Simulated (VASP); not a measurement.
# NaCl (Pm-3m) in VASP: further runs

The runs below take NaCl through single point, with PBEsol.

All numbers are computed with VASP 6.6.1; they aren't measurements. Logs are shortened: lines on timing, memory, paths and dates and some standing lists are left out, and cuts for length are marked.

### Step 1. The cell of the first run

It takes space group Pm-3m (No. 221, cubic). The conventional cell has a = 3.502 Å, b = 3.502 Å, c = 3.502 Å, α = 90.00°, β = 90.00°, γ = 90.00°. Na (site symmetry m-3m) has 8 Cl at 3.03 Å and 6 Na at 3.50 Å within 4.0 Å. Cl (site symmetry m-3m) has 8 Na at 3.03 Å and 6 Cl at 3.50 Å within 4.0 Å.

### Step 2. Single point, PBEsol

The input, INCAR:

```
PREC = Accurate
ENCUT = 520
EDIFF = 1E-6
ISMEAR = 0
SIGMA = 0.05
LREAL = False
LASPH = True
NELM = 100
ALGO = Normal
ISIF = 2
LWAVE = False
LCHARG = False
GGA = PS
NBANDS = 14
```

The input, KPOINTS:

```
Automatic mesh
0
Gamma
  6 6 6
```

The input, POSCAR:

```
NaCl
1.0
    3.5021900000      0.0000000000      0.0000000000
    0.0000000000      3.5021900000      0.0000000000
    0.0000000000      0.0000000000      3.5021900000
Na Cl
1 1
Direct
    0.0000000000      0.0000000000      0.0000000000
    0.5000000000      0.5000000000      0.5000000000
```

Potentials or basis: VASP PAW PBE potentials, release 64 (Na_pv, Cl).

Launch:

```sh
$ cat potpaw_PBE.64/Na_pv/POTCAR potpaw_PBE.64/Cl/POTCAR > POTCAR
$ mpirun -np 1 vasp_std > vasp.out
```

OUTCAR:

```text
PREC = Accurate
   ENCUT = 520
   EDIFF = 1E-6
   ISMEAR = 0
   LREAL = False
   LASPH = True
   NELM = 100
   ISIF = 2
   GGA = PS

 ion  position               nearest neighbor table
   1  0.000  0.000  0.000-
   2  0.500  0.500  0.500-

  LATTYP: Found a simple cubic cell.
 ALAT       =     3.5021900000

  Lattice vectors:

 A1 = (   3.5021900000,   0.0000000000,   0.0000000000)
 A2 = (   0.0000000000,   3.5021900000,   0.0000000000)
 A3 = (   0.0000000000,   0.0000000000,   3.5021900000)

Analysis of symmetry for initial positions (statically):
=====================================================================
 Subroutine PRICEL returns:
 Original cell was already a primitive cell.

 Routine SETGRP: Setting up the symmetry group for a
 simple cubic supercell.

 Subroutine GETGRP returns: Found 48 space group operations
 (whereof 48 operations were pure point group operations)
 out of a pool of 48 trial point group operations.

The static configuration has the point symmetry O_h .

Analysis of symmetry for dynamics (positions and initial velocities):
=====================================================================
 Subroutine PRICEL returns:
 Original cell was already a primitive cell.

 Routine SETGRP: Setting up the symmetry group for a
 simple cubic supercell.

 Subroutine GETGRP returns: Found 48 space group operations
 (whereof 48 operations were pure point group operations)
 out of a pool of 48 trial point group operations.

The dynamic configuration has the point symmetry O_h .

 Subroutine INISYM returns: Found 48 space group operations
 (whereof 48 operations are pure point group operations),
 and found     1 'primitive' translations

----------------------------------------------------------------------------------------

                                     Primitive cell

  volume of cell :      42.9555

  direct lattice vectors                    reciprocal lattice vectors
     3.502190000  0.000000000  0.000000000     0.285535622  0.000000000  0.000000000
     0.000000000  3.502190000  0.000000000     0.000000000  0.285535622  0.000000000
     0.000000000  0.000000000  3.502190000     0.000000000  0.000000000  0.285535622

  length of vectors
     3.502190000  3.502190000  3.502190000     0.285535622  0.285535622  0.285535622

  position of ions in fractional coordinates (direct lattice)
     0.000000000  0.000000000  0.000000000
     0.500000000  0.500000000  0.500000000

[... 81 lines left out ...]
   PSTRESS=    0.0 pullay stress
   NELECT =      14.0000    total number of electrons
   NUPDOWN=      -1.0000    fix difference up-down
   EMIN   =  10.00;   EMAX   =-10.00  energy-range for DOS
   EFERMI =   0.00;   METHOD = LEGACY
   ISMEAR =     0;   SIGMA  =   0.05  broadening in eV -4-tet -1-fermi 0-gaus
   EFERMI_NEDOS =   21; number of points for ismear=-14 and -15
   IALGO  =     38    algorithm
   IMIX   =      4    mixing-type and parameters
     AMIX     =   0.40;   BMIX     =  1.00
     AMIX_MAG =   1.60;   BMIX_MAG =  1.00
  volume/ion in A,a.u.               =      21.48       144.94
  Fermi-wavevector in a.u.,A,eV,Ry     =   1.126621  2.129005 17.269530  1.269275
  Thomas-Fermi vector in A             =   2.263304
   LORBIT       =      0    0 simple, 1 ext, 2 COOP (PROOUT), +10 PAW based schemes
   GGA     = PS    functional components
   LHFCALC =     F    Hartree Fock is set to
   AEXX    =    0.0000 exact exchange contribution
   IVDW    =     0    specifies the selected vdW correction
   LEPSILON=     F    determine dielectric tensor
   LRPA    =     F    only Hartree local field effects (RPA)
 non-spin polarized calculation
 Gauss-broadening in eV      SIGMA  =   0.05
  energy-cutoff  :      520.00
  volume of cell :       42.96
 maximum number of plane-waves:      1189
 NGX is ok and might be reduce to    28
   NGX = 13   NGY = 13   NGZ = 13

 number of electron      13.9999982 magnetization

 Free energy of the ion-electron system (eV)
  ---------------------------------------------------
  ext. energy  EPLUGINS =         0.00000000
  ---------------------------------------------------
  free energy    TOTEN  =        -6.72257988 eV

  energy without entropy =       -6.72257988  energy(sigma->0) =       -6.72257988

 E-fermi :   0.6842     XC(G=0):  -8.5854

 val. band max:        0.3714650606   @ k =   0.5000   0.5000   0.0000
 cond. band min:       4.2074309958   @ k =   0.0000   0.0000   0.0000
 fundamental gap:      3.8359659351
 Fermi energy:         0.6842418458

 k-point     1 :       0.0000    0.0000    0.0000
  band No.  band energies     occupation
      1     -21.5128      2.00000
      2     -21.5128      2.00000
      3     -21.5128      2.00000
      4     -12.9990      2.00000
      5      -0.1289      2.00000
      6      -0.1289      2.00000
      7      -0.1289      2.00000
      8       4.2074      0.00000
      9       8.7814      0.00000
     10       8.7814      0.00000
     11      15.9539      0.00000
     12      15.9539      0.00000
     13      15.9539      0.00000
     14      16.2826      0.00000
[... 309 lines left out ...]
      1     -21.5402      2.00000
      2     -21.5402      2.00000
      3     -21.5402      2.00000
      4     -12.0862      2.00000
      5      -1.5084      2.00000
      6      -1.5084      2.00000
      7      -1.5084      2.00000
      8       7.3375      0.00000
      9       7.3375      0.00000
     10       7.3375      0.00000
     11      12.0355      0.00000
     12      16.0939      0.00000
     13      16.0939      0.00000
     14      16.0939      0.00000

------------------------ aborting loop because EDIFF is reached ----------------------------------------

  FORCE on cell =-STRESS in cart. coord.  units (eV):
  Direction    XX          YY          ZZ          XY          YZ          ZX
  --------------------------------------------------------------------------------------
  -------------------------------------------------------------------------------------
  Total       -0.3268341     -0.3268341     -0.3268341      0.0000000      0.0000000      0.0000000
  in kB      -12.1904241    -12.1904241    -12.1904241      0.0000000      0.0000000      0.0000000
  external PRESSURE =     -12.1904241 kB  Pullay stress =       0.0000000 kB

 VOLUME and BASIS-vectors are now :
 -----------------------------------------------------------------------------
  energy-cutoff  :      520.00
  volume of cell :       42.96
      direct lattice vectors                 reciprocal lattice vectors
     3.502190000  0.000000000  0.000000000     0.285535622  0.000000000  0.000000000
     0.000000000  3.502190000  0.000000000     0.000000000  0.285535622  0.000000000
     0.000000000  0.000000000  3.502190000     0.000000000  0.000000000  0.285535622

 POSITION                                       TOTAL-FORCE (eV/Angst)
 -----------------------------------------------------------------------------------
      0.00000      0.00000      0.00000         0.000000      0.000000      0.000000
      1.75110      1.75110      1.75110         0.000000      0.000000      0.000000
 -----------------------------------------------------------------------------------
    total drift:                               -0.000000      0.000000      0.000000

  FREE ENERGIE OF THE ION-ELECTRON SYSTEM (eV)
  ---------------------------------------------------
  free  energy   TOTEN  =        -6.7225798776 eV

  energy  without entropy=       -6.7225798776  energy(sigma->0) =       -6.72257988
```

OSZICAR:

```text
N       E                     dE             d eps       ncg     rms          rms(c)
DAV:   1     0.101326794344E+03    0.10133E+03   -0.71619E+03   560   0.101E+03
DAV:   2     0.119391579156E+01   -0.10013E+03   -0.91212E+02   644   0.269E+02
DAV:   3    -0.681208483508E+01   -0.80060E+01   -0.79549E+01   698   0.720E+01
DAV:   4    -0.693531208284E+01   -0.12323E+00   -0.12318E+00   656   0.951E+00
DAV:   5    -0.693814237940E+01   -0.28303E-02   -0.28302E-02   710   0.146E+00    0.214E+00
DAV:   6    -0.674972420627E+01    0.18842E+00   -0.25099E-01   708   0.360E+00    0.144E+00
DAV:   7    -0.672374107246E+01    0.25983E-01   -0.71864E-02   774   0.181E+00    0.964E-01
DAV:   8    -0.672278127525E+01    0.95980E-03   -0.91951E-03   596   0.894E-01    0.382E-01
DAV:   9    -0.672256962742E+01    0.21165E-03   -0.40095E-04   698   0.146E-01    0.206E-01
DAV:  10    -0.672258241877E+01   -0.12791E-04   -0.23161E-04   644   0.897E-02    0.228E-02
DAV:  11    -0.672257975880E+01    0.26600E-05   -0.11598E-05   686   0.263E-02    0.588E-03
DAV:  12    -0.672257987758E+01   -0.11877E-06   -0.94329E-07   620   0.618E-03
   1 F= -.67225799E+01 E0= -.67225799E+01  d E =-.396615E-20
```

Run time: 30 s. Hardware: 1 thread of AMD EPYC 7R13, shared host; peak memory 0.12 GiB.

Results:

- Free energy: -6.7226 eV
- Pressure: -1.2 GPa
- Band gap on the k mesh: 3.84 eV, indirect (least direct gap 4.34 eV)

Caveat: the PAW data sets were made with another functional, which shifts forces and pressure a little.

### Step 3. Single point, PBEsol

The input, INCAR:

```
PREC = Accurate
ENCUT = 500
EDIFF = 1E-6
ISMEAR = 0
SIGMA = 0.05
LREAL = F
LASPH = T
NELM = 120
ALGO = Normal
ISIF = 2
LWAVE = F
LCHARG = F
GGA = PS
NBANDS = 14
GGA_COMPAT = F
```

The input, KPOINTS:

```
regular mesh
0
Gamma
  8 8 8
```

POSCAR is that of step 2.

Potentials or basis: VASP PAW PBE potentials, release 64 (Na_pv, Cl).

Launch:

```sh
$ cat potpaw_PBE.64/Na_pv/POTCAR potpaw_PBE.64/Cl/POTCAR > POTCAR
$ mpirun -np 1 vasp_std > vasp.out
```

It took 28 s on 1 thread of Intel Xeon 8259CL, shared host; peak memory 0.15 GiB.

It converged, with:

```yaml
Free_energy: -6.7229 eV
Pressure: -1.2 GPa
Band_gap_on_the_k_mesh: 3.84 eV, indirect (least direct gap 4.34 eV)
```

Levels at points of the mesh, in eV from the valence-band top:
```tsv
k point	band 5	band 6	band 7	band 8	band 9	band 10
(0.00, 0.00, 0.00)	-0.50	-0.50	-0.50	3.84	8.41	8.41
(0.50, 0.00, 0.00)	-3.00	-0.26	-0.26	6.74	8.49	10.38
(0.50, 0.50, 0.00)	-2.31	-2.31	0.00	5.43	9.73	10.87
(0.50, 0.50, 0.50)	-1.88	-1.88	-1.88	6.97	6.97	6.97
```

Caveat: the PAW data sets were made with another functional, which shifts forces and pressure a little.
